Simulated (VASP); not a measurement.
A run of VASP 6.6.1:

File INCAR:

```
SYSTEM = NaI
ALGO     = Normal         ! electronic algorithm
EDIFF    = 1E-7           ! SCF threshold, eV
ENCUT    = 520            ! plane-wave cutoff, eV
GGA      = PE             ! functional
ISIF     = 2              ! what is computed and relaxed
ISMEAR   = -1             ! smearing method
LASPH    = .True.         ! aspherical terms in the spheres
LCHARG   = .False.        ! write CHGCAR
LREAL    = .False.        ! projectors in reciprocal space
LWAVE    = .False.        ! write WAVECAR
NBANDS   = 14             ! bands
NELM     = 100            ! most SCF steps
PREC     = Accurate       ! precision mode
SIGMA    = 0.02           ! smearing width, eV
```

The input KPOINTS:

```
k-points
0
Gamma
  11 11 11
  0 0 0
```

The input POSCAR:

```
NaI
1.0
    0.0000000000      3.2037068557      3.2037068557
    3.2037068557      0.0000000000      3.2037068557
    3.2037068557      3.2037068557      0.0000000000
I Na
1 1
Direct
    0.5000000000      0.5000000000      0.5000000000
    0.0000000000      0.0000000000      0.0000000000
```

Potentials or basis: VASP PAW PBE potentials, release 64 (I, Na_pv).

Run with:

```sh
$ cat potpaw_PBE.64/I/POTCAR potpaw_PBE.64/Na_pv/POTCAR > POTCAR
$ mpirun -np 1 vasp_std > vasp.out
```

Hardware: 1 thread of Intel(R) Xeon(R) 6975P-C (Granite Rapids), on a shared host.

Q: Estimate the wall time of this run.

A: Wall time 20 s on 1 thread of Intel(R) Xeon(R) 6975P-C (Granite Rapids) (shared host), peak memory 0.22 GiB. Counts: scf iterations 13, k points 56.
